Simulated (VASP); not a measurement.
# Ta3Cr (Pm-3m) in VASP: a series of runs

Runs on Ta3Cr. Level: PBE. Tasks: single point, relaxation of cell and atoms.

Everything below comes from runs of VASP 6.6.1. Logs are shortened: lines on timing, memory, paths and dates and some standing lists are left out, and cuts for length are marked.

### 1 The cell of the first run

It takes space group Pm-3m (No. 221, cubic). The conventional cell has a = 4.102 Å, b = 4.102 Å, c = 4.102 Å, α = 90.00°, β = 90.00°, γ = 90.00°. Ta (site symmetry 4/mmm) has 8 Ta at 2.90 Å and 4 Cr at 2.90 Å within 3.8 Å. Cr (site symmetry m-3m) has 12 Ta at 2.90 Å within 3.8 Å.

### 2 Single point, PBE, collinear spin, ferromagnetic start

File INCAR:

```
SYSTEM = Ta3Cr
  PREC = Accurate
  ENCUT = 520
  EDIFF = 1E-6
  ISMEAR = 0
  SIGMA = 0.1
  LREAL = .False.
  LASPH = .True.
  NELM = 150
  ALGO = Fast
  ISIF = 2
  LWAVE = .False.
  LCHARG = .False.
  ISPIN = 2
  MAGMOM = 0 0 0 0.32
  LORBIT = 11
  LMAXMIX = 4
  GGA = PE
  NBANDS = 34
```

File KPOINTS:

```
regular mesh
0
Gamma
  4 4 4
  0 0 0
```

File POSCAR:

```
Ta3Cr
1.0
    4.1016440954      0.0000000000      0.0000000000
    0.0000000000      4.1016440954      0.0000000000
    0.0000000000      0.0000000000      4.1016440954
Ta Cr
3 1
Direct
    0.0000000000      0.5000000000      0.5000000000
    0.5000000000      0.0000000000      0.5000000000
    0.5000000000      0.5000000000      0.0000000000
    0.0000000000      0.0000000000      0.0000000000
```

Potentials or basis: VASP PAW PBE potentials, release 64 (Ta_pv, Cr_pv).

The run is started by

```
$ cat potpaw_PBE.64/Ta_pv/POTCAR potpaw_PBE.64/Cr_pv/POTCAR > POTCAR
$ mpirun -np 1 vasp_std > vasp.out
```

OUTCAR:

```text
SYSTEM = Ta3Cr
   PREC = Accurate
   ENCUT = 520
   EDIFF = 1E-6
   ISMEAR = 0
   LREAL = .False.
   LASPH = .True.
   NELM = 150
   ISIF = 2
   ISPIN = 2
   LORBIT = 11
   GGA = PE

 ion  position               nearest neighbor table
   1  0.000  0.500  0.500-   2 2.90   3 2.90   4 2.90   3 2.90   4 2.90   2 2.90   4 2.90   4 2.90
                             2 2.90   3 2.90   3 2.90   2 2.90
   2  0.500  0.000  0.500-   1 2.90   3 2.90   4 2.90   3 2.90   4 2.90   1 2.90   3 2.90   3 2.90
                             1 2.90   4 2.90   4 2.90   1 2.90
   3  0.500  0.500  0.000-   1 2.90   2 2.90   4 2.90   1 2.90   2 2.90   2 2.90   4 2.90   2 2.90
                             1 2.90   4 2.90   1 2.90   4 2.90
   4  0.000  0.000  0.000-   1 2.90   2 2.90   3 2.90   1 2.90   2 2.90   1 2.90   3 2.90   1 2.90
                             2 2.90   3 2.90   2 2.90   3 2.90

  LATTYP: Found a simple cubic cell.
 ALAT       =     4.1016440954

  Lattice vectors:

 A1 = (   4.1016440954,   0.0000000000,   0.0000000000)
 A2 = (   0.0000000000,   4.1016440954,   0.0000000000)
 A3 = (   0.0000000000,   0.0000000000,   4.1016440954)

Analysis of symmetry for initial positions (statically):
=====================================================================
 Subroutine PRICEL returns:
 Original cell was already a primitive cell.

 Routine SETGRP: Setting up the symmetry group for a
 simple cubic supercell.

 Subroutine GETGRP returns: Found 48 space group operations
 (whereof 48 operations were pure point group operations)
 out of a pool of 48 trial point group operations.

The static configuration has the point symmetry O_h .

Analysis of symmetry for dynamics (positions and initial velocities):
=====================================================================
 Subroutine PRICEL returns:
 Original cell was already a primitive cell.

 Routine SETGRP: Setting up the symmetry group for a
 simple cubic supercell.

 Subroutine GETGRP returns: Found 48 space group operations
 (whereof 48 operations were pure point group operations)
 out of a pool of 48 trial point group operations.

The dynamic configuration has the point symmetry O_h .

Analysis of structural, dynamic, and magnetic symmetry:
=====================================================================
 Subroutine PRICEL returns:
 Original cell was already a primitive cell.

 Routine SETGRP: Setting up the symmetry group for a
 simple cubic supercell.

 Subroutine GETGRP returns: Found 48 space group operations
 (whereof 48 operations were pure point group operations)
 out of a pool of 48 trial point group operations.

The overall configuration has the point symmetry O_h .

 Subroutine INISYM returns: Found 48 space group operations
 (whereof 48 operations are pure point group operations),
 and found     1 'primitive' translations

----------------------------------------------------------------------------------------

                                     Primitive cell

  volume of cell :      69.0039

  direct lattice vectors                    reciprocal lattice vectors
     4.101644095  0.000000000  0.000000000     0.243804674  0.000000000  0.000000000
     0.000000000  4.101644095  0.000000000     0.000000000  0.243804674  0.000000000
     0.000000000  0.000000000  4.101644095     0.000000000  0.000000000  0.243804674

  length of vectors
     4.101644095  4.101644095  4.101644095     0.243804674  0.243804674  0.243804674

  position of ions in fractional coordinates (direct lattice)
     0.000000000  0.500000000  0.500000000
     0.500000000  0.000000000  0.500000000
     0.500000000  0.500000000  0.000000000
     0.000000000  0.000000000  0.000000000

  ion indices of the primitive-cell ions
   primitive index   ion index
                 1           1
                 2           2
                 3           3
                 4           4

----------------------------------------------------------------------------------------

 KPOINTS: regular mesh

Automatic generation of k-mesh.
[... 57 lines left out ...]
      2     -36.5165      1.00000
      3     -36.5165      1.00000
      4     -28.2183      1.00000
      5     -28.2183      1.00000
      6     -28.1746      1.00000
[... 26 lines left out ...]
     33      11.4213      0.00000
     34      13.7046      0.00000
[... 257 lines left out ...]
     33      11.0603      0.00000
     34      11.2974      0.00000

 k-point    10 :       0.5000    0.5000    0.5000
  band No.  band energies     occupation
      1     -36.5204      1.00000
      2     -36.5204      1.00000
      3     -36.5204      1.00000
      4     -28.6061      1.00000
      5     -28.1885      1.00000
      6     -28.1885      1.00000
[... 26 lines left out ...]
     33      10.7052      0.00000
     34      12.5695      0.00000
 Fermi energy:         6.1551827274

 spin component 2

 k-point     1 :       0.0000    0.0000    0.0000
  band No.  band energies     occupation
      1     -36.5173      1.00000
      2     -36.5173      1.00000
      3     -36.5173      1.00000
      4     -28.2847      1.00000
      5     -28.2847      1.00000
      6     -28.2847      1.00000
[... 26 lines left out ...]
     33      12.5916      0.00000
     34      13.3212      0.00000

 k-point     2 :       0.2500    0.0000    0.0000
  band No.  band energies     occupation
      1     -36.5172      1.00000
      2     -36.5167      1.00000
      3     -36.5167      1.00000
      4     -28.2183      1.00000
      5     -28.2183      1.00000
      6     -28.1745      1.00000
[... 26 lines left out ...]
     33      11.4214      0.00000
     34      13.3746      0.00000
[... 257 lines left out ...]
     33      11.0602      0.00000
     34      11.2974      0.00000

 k-point    10 :       0.5000    0.5000    0.5000
  band No.  band energies     occupation
      1     -36.5206      1.00000
      2     -36.5206      1.00000
      3     -36.5206      1.00000
      4     -28.6061      1.00000
      5     -28.1885      1.00000
      6     -28.1885      1.00000
[... 26 lines left out ...]
     33      10.7051      0.00000
     34      12.5695      0.00000

------------------------ aborting loop because EDIFF is reached ----------------------------------------

  FORCE on cell =-STRESS in cart. coord.  units (eV):
  Direction    XX          YY          ZZ          XY          YZ          ZX
  --------------------------------------------------------------------------------------
  -------------------------------------------------------------------------------------
  Total       -0.0791008     -0.0791008     -0.0791008      0.0000000      0.0000000     -0.0000000
  in kB       -1.8366120     -1.8366120     -1.8366120      0.0000000      0.0000000     -0.0000000
  external PRESSURE =      -1.8366120 kB  Pullay stress =       0.0000000 kB

 VOLUME and BASIS-vectors are now :
 -----------------------------------------------------------------------------
  energy-cutoff  :      520.00
  volume of cell :       69.00
      direct lattice vectors                 reciprocal lattice vectors
     4.101644095  0.000000000  0.000000000     0.243804674  0.000000000  0.000000000
     0.000000000  4.101644095  0.000000000     0.000000000  0.243804674  0.000000000
     0.000000000  0.000000000  4.101644095     0.000000000  0.000000000  0.243804674

 POSITION                                       TOTAL-FORCE (eV/Angst)
 -----------------------------------------------------------------------------------
      0.00000      2.05082      2.05082         0.000000      0.000000      0.000000
      2.05082      0.00000      2.05082         0.000000      0.000000      0.000000
      2.05082      2.05082      0.00000         0.000000      0.000000      0.000000
      0.00000      0.00000      0.00000         0.000000      0.000000      0.000000
 -----------------------------------------------------------------------------------
    total drift:                                0.000000     -0.000000     -0.000000

  FREE ENERGIE OF THE ION-ELECTRON SYSTEM (eV)
  ---------------------------------------------------
  free  energy   TOTEN  =       -43.3741004001 eV

  energy  without entropy=      -43.3388610963  energy(sigma->0) =      -43.35648075

 total charge

# of ion       s       p       d       tot
------------------------------------------
    1        0.389   6.183   2.307   8.878
    2        0.389   6.183   2.307   8.878
    3        0.389   6.183   2.307   8.878
    4        0.378   6.304   4.056  10.738
--------------------------------------------------
tot          1.545  24.851  10.976  37.372

 magnetization (x)

# of ion       s       p       d       tot
------------------------------------------
    1        0.000   0.000   0.000   0.000
    2        0.000   0.000   0.000   0.000
    3        0.000   0.000   0.000   0.000
    4        0.000   0.000  -0.000  -0.000
--------------------------------------------------
tot          0.000   0.000  -0.000  -0.000
```

Wall time 89 s (1 thread of Intel Xeon 6975P-C, shared host); peak memory 0.22 GiB.

What came out:

```yaml
Free_energy: -43.3741 eV
Pressure: -0.2 GPa
Net_moment: 0.00 μB per cell
Valence_electrons_inside_the_program's_atomic_spheres: Ta 8.88; Cr 10.74
```

Levels at points of the mesh, in eV from the Fermi level:
Spin up:
| k point | band 19 | band 20 | band 21 | band 22 | band 23 | band 24 | band 25 | band 26 |
| --- | --- | --- | --- | --- | --- | --- | --- | --- |
| (0.00, 0.00, 0.00) | -3.15 | 0.15 | 0.15 | 0.15 | 1.88 | 1.88 | 3.06 | 3.06 |
| (0.50, 0.00, 0.00) | -1.30 | -1.30 | -0.98 | -0.98 | 0.17 | 0.96 | 1.41 | 1.41 |
| (0.50, 0.50, 0.00) | -1.01 | -1.01 | -0.95 | -0.93 | -0.93 | -0.79 | 0.35 | 1.81 |
| (0.50, 0.50, 0.50) | -0.07 | -0.07 | -0.07 | 0.33 | 0.33 | 0.33 | 0.71 | 0.71 |
Spin down:
```
           k point  band 20  band 21  band 22  band 23  band 24  band 25
(0.00, 0.00, 0.00)     0.15     0.15     0.15     1.88     1.88     3.06
(0.50, 0.00, 0.00)    -1.30    -0.98    -0.98     0.17     0.96     1.41
(0.50, 0.50, 0.00)    -1.01    -0.95    -0.93    -0.93    -0.79     0.35
(0.50, 0.50, 0.50)    -0.07    -0.07     0.33     0.33     0.33     0.71
```

Caveat: the k points lie up to 0.38 Å⁻¹ apart; spin-orbit coupling is left out, which moves the levels of the heavy elements.

### 3 Single point, PBE

This run uses another cell than the first one, of 17.21 Å³/atom, 0.997 times its volume.

File INCAR:

```
SYSTEM = Ta3Cr
  ALGO = Fast
  EDIFF = 1E-6
  ENCUT = 520
  GGA = PE
  ISIF = 2
  ISMEAR = 0
  LASPH = .True.
  LCHARG = .True.
  LELF = .True.
  LREAL = .False.
  LVHAR = .True.
  LWAVE = .False.
  NBANDS = 30
  NELM = 60
  PREC = Accurate
  SIGMA = 0.1
```

File KPOINTS:

```
k-points
0
Gamma
  12 12 12
  0 0 0
```

File POSCAR:

```
Ta3Cr
1.0
    4.0981795705      0.0000000000      0.0000000000
    0.0000000000      4.0981795705      0.0000000000
    0.0000000000      0.0000000000      4.0981795705
Ta Cr
3 1
Direct
    0.0000000000      0.5000000000      0.5000000000
    0.5000000000      0.0000000000      0.5000000000
    0.5000000000      0.5000000000      0.0000000000
    0.0000000000      0.0000000000      0.0000000000
```

Potentials or basis: VASP PAW PBE potentials, release 64 (Ta_pv, Cr_pv).

The run is started by

```
$ cat potpaw_PBE.64/Ta_pv/POTCAR potpaw_PBE.64/Cr_pv/POTCAR > POTCAR
$ mpirun -np 1 vasp_std > vasp.out
```

Run time: 3.6 min. Hardware: 1 thread of Intel Xeon 6975P-C, shared host; peak memory 0.27 GiB.

It converged, with:

| Property | Result |
| --- | --- |
| Free energy | -43.4685 eV |
| Pressure | 0.0 GPa |

Levels at points of the mesh, in eV from the Fermi level:
| k point | band 20 | band 21 | band 22 | band 23 | band 24 | band 25 | band 26 | band 27 |
| --- | --- | --- | --- | --- | --- | --- | --- | --- |
| (0.00, 0.00, 0.00) | 0.07 | 0.07 | 0.07 | 1.79 | 1.79 | 3.00 | 3.00 | 3.00 |
| (0.50, 0.00, 0.00) | -1.37 | -1.06 | -1.06 | 0.07 | 0.89 | 1.34 | 1.34 | 1.55 |
| (0.50, 0.50, 0.00) | -1.10 | -1.03 | -1.00 | -1.00 | -0.89 | 0.25 | 1.74 | 1.74 |
| (0.50, 0.50, 0.50) | -0.15 | -0.15 | 0.26 | 0.26 | 0.26 | 0.63 | 0.63 | 0.63 |

Caveat: spin-orbit coupling is left out, which moves the levels of the heavy elements. Spin polarisation is off, so any magnetic state and its effect on volume and gap are missing.

### 4 Relaxation of cell and atoms, PBE, collinear spin, ferromagnetic start

This run uses another cell than the first one, of 15.09 Å³/atom, 0.875 times its volume.

File INCAR:

```
  PREC = Accurate
  ENCUT = 600
  EDIFF = 1E-6
  ISMEAR = 0
  SIGMA = 0.1
  LREAL = F
  LASPH = T
  NELM = 150
  ALGO = Fast
  ISIF = 3
  LWAVE = F
  LCHARG = F
  ISPIN = 2
  MAGMOM = 0 0 0 0.32
  LORBIT = 11
  LMAXMIX = 4
  GGA = PE
  IBRION = 2
  NSW = 90
  EDIFFG = -0.04
```

File KPOINTS:

```
Automatic mesh
0
Gamma
  4 4 4
```

File POSCAR:

```
Ta3Cr
1.0
    3.9226621046      0.0000000000      0.0000000000
    0.0000000000      3.9226621046      0.0000000000
    0.0000000000      0.0000000000      3.9226621046
Ta Cr
3 1
Direct
    0.0000000000      0.5000000000      0.5000000000
    0.5000000000      0.0000000000      0.5000000000
    0.5000000000      0.5000000000      0.0000000000
    0.0000000000      0.0000000000      0.0000000000
```

The run is started by

```
$ cat potpaw_PBE.64/Ta_pv/POTCAR potpaw_PBE.64/Cr_pv/POTCAR > POTCAR
$ mpirun -np 1 vasp_std > vasp.out
```

Wall time 6.5 min (1 thread of Intel Xeon 6975P-C, shared host); peak memory 0.23 GiB.

Results (log left out):

* Free energy: -43.4961 eV
* Relaxed volume: 17.71 Å³/atom
* Relaxed cell: a = 4.138 Å, b = 4.138 Å, c = 4.138 Å, α = 90.00°, β = 90.00°, γ = 90.00°
* Space group after relaxing (to 0.05 Å): Pm-3m (No. 221)
* Energy gained by relaxing: 227.2 meV/atom
* Ionic steps: 4
* Pressure after relaxing: -0.3 GPa
* Net moment: 2.48 μB per cell
* Site moments: Ta -0.09; Cr +2.60 μB
* Valence electrons inside the program's atomic spheres: Ta 8.85; Cr 10.68

The path:
```
step  energy change (eV)  largest force (eV/Å)  pressure (GPa)  volume (Å³)
   1              0.0000                0.0000           32.56        60.36
   2              1.2069                0.0000          -26.60        91.31
   3             -0.9050                0.0000           -0.84        71.17
   4             -0.9086                0.0000           -0.33        70.83
```

Final structure:
```yaml
crystal:
  lattice:
    - [4.13760, 0.00000, 0.00000]
    - [0.00000, 4.13760, 0.00000]
    - [0.00000, 0.00000, 4.13760]
  atoms:
    - { symbol: Ta, position: [0.00000, 0.50000, 0.50000] }
    - { symbol: Ta, position: [0.50000, 0.00000, 0.50000] }
    - { symbol: Ta, position: [0.50000, 0.50000, 0.00000] }
    - { symbol: Cr, position: [0.00000, 0.00000, 0.00000] }
```

Levels at points of the mesh, in eV from the Fermi level:
Spin up:
| k point | band 21 | band 22 | band 23 | band 24 | band 25 | band 26 | band 27 |
| --- | --- | --- | --- | --- | --- | --- | --- |
| (0.00, 0.00, 0.00) | -0.43 | -0.43 | 0.96 | 0.96 | 2.63 | 2.63 | 2.63 |
| (0.50, 0.00, 0.00) | -1.43 | -1.43 | -0.89 | 0.87 | 0.97 | 0.97 | 1.46 |
| (0.50, 0.50, 0.00) | -1.39 | -1.11 | -0.95 | -0.95 | -0.84 | 1.34 | 1.35 |
| (0.50, 0.50, 0.50) | -0.70 | 0.33 | 0.33 | 0.33 | 0.34 | 0.34 | 0.34 |
Spin down:
```csv
k point,band 19,band 20,band 21,band 22,band 23,band 24
"(0.00, 0.00, 0.00)",-3.00,0.63,0.63,0.63,2.68,2.68
"(0.50, 0.00, 0.00)",-1.34,-0.93,-0.61,-0.61,0.76,0.93
"(0.50, 0.50, 0.00)",-1.03,-1.03,-0.61,-0.61,-0.52,-0.04
"(0.50, 0.50, 0.50)",0.15,0.45,0.45,0.45,0.56,0.56
```

Caveat: the k points lie up to 0.38 Å⁻¹ apart in the final cell; the volume moved by over 15 % at a fixed basis, so the end points are rough; spin-orbit coupling is left out, which moves the levels of the heavy elements.

### 5 Relaxation of cell and atoms, PBE

File INCAR:

```
SYSTEM = Ta3Cr
PREC     = Accurate       ! precision mode
ENCUT    = 600            ! plane-wave cutoff, eV
EDIFF    = 1E-7           ! SCF threshold, eV
ISMEAR   = 0              ! smearing method
SIGMA    = 0.1            ! smearing width, eV
LREAL    = .FALSE.        ! projectors in reciprocal space
LASPH    = .TRUE.         ! aspherical terms in the spheres
NELM     = 100            ! most SCF steps
ALGO     = Fast           ! electronic algorithm
ISIF     = 3              ! what is computed and relaxed
LWAVE    = .FALSE.        ! write WAVECAR
LCHARG   = .FALSE.        ! write CHGCAR
GGA      = PE             ! functional
IBRION   = 2              ! ionic algorithm
NSW      = 100            ! ionic steps
EDIFFG   = -0.01          ! ionic threshold
```

File KPOINTS:

```
regular mesh
0
G
  12 12 12
  0 0 0
```

File POSCAR:

```
Ta3Cr
1.0
    4.1016440954      0.0000000000      0.0000000000
    0.0000000000      4.1016440954      0.0000000000
    0.0000000000      0.0000000000      4.1016440954
Ta Cr
3 1
Direct
    0.0000000000      0.5000000000      0.5000000000
    0.5000000000      0.0000000000      0.5000000000
    0.5000000000      0.5000000000      0.0000000000
    0.0000000000      0.0000000000      0.0000000000
```

The run is started by

```
$ cat potpaw_PBE.64/Ta_pv/POTCAR potpaw_PBE.64/Cr_pv/POTCAR > POTCAR
$ mpirun -np 1 vasp_std > vasp.out
```

Run time: 20 min. Hardware: 1 thread of Intel Xeon 6975P-C, shared host; peak memory 0.35 GiB.

It converged, with:

- Free energy: -43.4690 eV
- Relaxed volume: 17.21 Å³/atom
- Relaxed cell: a = 4.099 Å, b = 4.099 Å, c = 4.099 Å, α = 90.00°, β = 90.00°, γ = 90.00°
- Space group after relaxing (to 0.05 Å): Pm-3m (No. 221)
- Energy gained by relaxing: 0.7 meV/atom
- Ionic steps: 3
- Pressure after relaxing: -0.1 GPa

Step by step:
```csv
step,energy change (eV),largest force (eV/Å),pressure (GPa),volume (Å³)
1,0.0000,0.0000,-0.42,69.00
2,-0.0023,0.0000,0.78,68.56
3,-0.0030,0.0000,-0.05,68.85
```

Final structure:
```
Ta Cr
1.0
     4.09855    0.00000    0.00000
     0.00000    4.09855    0.00000
     0.00000    0.00000    4.09855
Ta Cr
3 1
Direct
  0.00000 0.50000 0.50000
  0.50000 0.00000 0.50000
  0.50000 0.50000 0.00000
  0.00000 0.00000 0.00000
```

Levels at points of the mesh, in eV from the Fermi level:
```tsv
k point	band 19	band 20	band 21	band 22	band 23	band 24	band 25	band 26	band 27
(0.00, 0.00, 0.00)	-3.23	0.07	0.07	0.07	1.79	1.79	2.99	2.99	2.99
(0.50, 0.00, 0.00)	-1.37	-1.37	-1.06	-1.06	0.07	0.89	1.34	1.34	1.55
(0.50, 0.50, 0.00)	-1.10	-1.10	-1.03	-1.00	-1.00	-0.89	0.25	1.74	1.76
(0.50, 0.50, 0.50)	-0.15	-0.15	-0.15	0.26	0.26	0.26	0.63	0.63	0.63
```

Caveat: spin-orbit coupling is left out, which moves the levels of the heavy elements. Spin polarisation is off, so any magnetic state and its effect on volume and gap are missing.

### 6 Overview

| task | spin | cell | k mesh | cutoff (eV) | gap on the mesh (eV) | pressure (GPa) | moment (μB) | relaxed volume (Å³/atom) |
| --- | --- | --- | --- | --- | --- | --- | --- | --- |
| single point | collinear, ferromagnetic start | a = 4.102 Å, 4 atoms | 4 × 4 × 4 | 520 | none | -0.2 | 0.00 | - |
| single point | off | a = 4.098 Å, 4 atoms | 12 × 12 × 12 | 520 | none | 0.0 | - | - |
| relaxation of cell and atoms | collinear, ferromagnetic start | relaxed from a = 3.923 Å, 4 atoms | 4 × 4 × 4 | 600 | none | -0.3 | 2.48 | 17.71 |
| relaxation of cell and atoms | off | relaxed from a = 4.102 Å, 4 atoms | 12 × 12 × 12 | 600 | none | -0.1 | - | 17.21 |

Alike in all rows: level PBE; potentials or basis VASP PAW PBE potentials, release 64 (Ta_pv, Cr_pv); smearing gaussian 0.1 eV.

Caveats: some runs use coarse meshes; spin-orbit coupling is left out, which moves the levels of the heavy elements; the volume moved by over 15 % at a fixed basis, so the end points are rough (some runs).

Total energies depend on the potentials used, so only differences within one code and one set of settings carry meaning.
